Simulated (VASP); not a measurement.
Input of a VASP 6.6.1 run:

INCAR

```
SYSTEM = SnPb3S4
PREC = Accurate ; ENCUT = 520
EDIFF = 1E-7 ; ISMEAR = 0
SIGMA = 0.1 ; LREAL = .False.
LASPH = .True. ; NELM = 80
ALGO = Normal ; ISIF = 2
LWAVE = .False. ; LCHARG = .False.
GGA = PE ; NBANDS = 50
```

Contents of KPOINTS:

```
regular mesh
0
Gamma
  3 3 3
  0 0 0
```

File POSCAR:

```
SnPb3S4
1.0
    4.2550522060      2.4566555365      3.4533967937
   -4.2550522060      2.4566555365      3.4533967937
    0.0000000000     -4.9133110731      3.4533967937
Sn Pb S
1 3 4
Direct
    0.9839034812      0.9839034812      0.9839034812
    0.4972089849      0.4972089849      0.9943018569
    0.9943018569      0.4972089849      0.4972089849
    0.4972089849      0.9943018569      0.4972089849
    0.9960662266      0.9960662266      0.5339227303
    0.5339227303      0.9960662266      0.9960662266
    0.9960662266      0.5339227303      0.9960662266
    0.5021470686      0.5021470686      0.5021470686
```

Potentials or basis: VASP PAW PBE potentials, release 64 (Sn_d, Pb_d, S).

Command:

```sh
$ cat potpaw_PBE.64/Sn_d/POTCAR potpaw_PBE.64/Pb_d/POTCAR potpaw_PBE.64/S/POTCAR > POTCAR
$ mpirun -np 1 vasp_std > vasp.out
```

(1) What does it give for the pressure?

(2) Estimate the band gap on the k mesh.

(3) Estimate the largest force.

Answers

(1) -0.6 GPa.

(2) 1.90 eV.

(3) 0.165 eV/Å.

Caveat: spin-orbit coupling is left out, which moves the levels of the heavy elements; an odd mesh through Γ misses points on the zone boundary, where band edges can lie.
